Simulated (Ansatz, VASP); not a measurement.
TiSnTe3 in VASP and in Ansatz

```
Ti Sn Te
1.0
     4.18889    0.00000    0.00000
     0.00000    4.18889    0.00000
     0.00000    0.00000   11.54866
Ti Sn Te
1 1 3
Cartesian
  0.0000 0.0000 0.0000
  0.0000 0.0000 5.7743
  0.0000 0.0000 9.0273
  0.0000 0.0000 2.5214
  2.0944 2.0944 5.7743
```

Alike in both runs: task single point; functional PBE; k mesh 4 × 4 × 2; occupations gaussian, width 0.1 eV; collinear spin.

|  | VASP | Ansatz |
| --- | --- | --- |
| version | VASP 6.6.1 | Ansatz 0.2.0 |
| potentials or method | VASP PAW PBE potentials, release 64 (Ti_sv, Sn_d, Te), cutoff 520 eV | scalar-relativistic, plane waves, PAW |
| valence electrons in the cell | 44 | 74 |

|  | VASP | Ansatz | Ansatz less VASP |
| --- | --- | --- | --- |
| gap on the k mesh at the Fermi level (eV) | none | none | - |
| pressure (GPa) | 0.0 | 0.5 | +0.51 |
| traceless stress, the component that is largest in VASP (GPa) | -0.01 | 0.25 | +0.261 |
| rms of the force components (eV/Å) | 0.003 | 0.075 | +0.0716 |
| net moment per atom (μB) | 0.00 | 0.14 | +0.140 |
| size of the moment on the site where the two differ most (μB) | 0.00 | 0.91 | +0.915 |

The net moments are unlike, so the other rows may belong to different states. Site moments also hang on the region over which each program counts them. Atom by atom the forces differ by 0.072 eV/Å (rms over components). A gap of «none» marks a metal or a gap that the smearing closes. VASP's potentials hold 44 valence electrons a cell and Ansatz's 74, so a difference there can come from the potentials and not from the codes.

The k mesh is coarse, so the values compare programs but aren't converged. Neither program's run includes spin-orbit coupling.
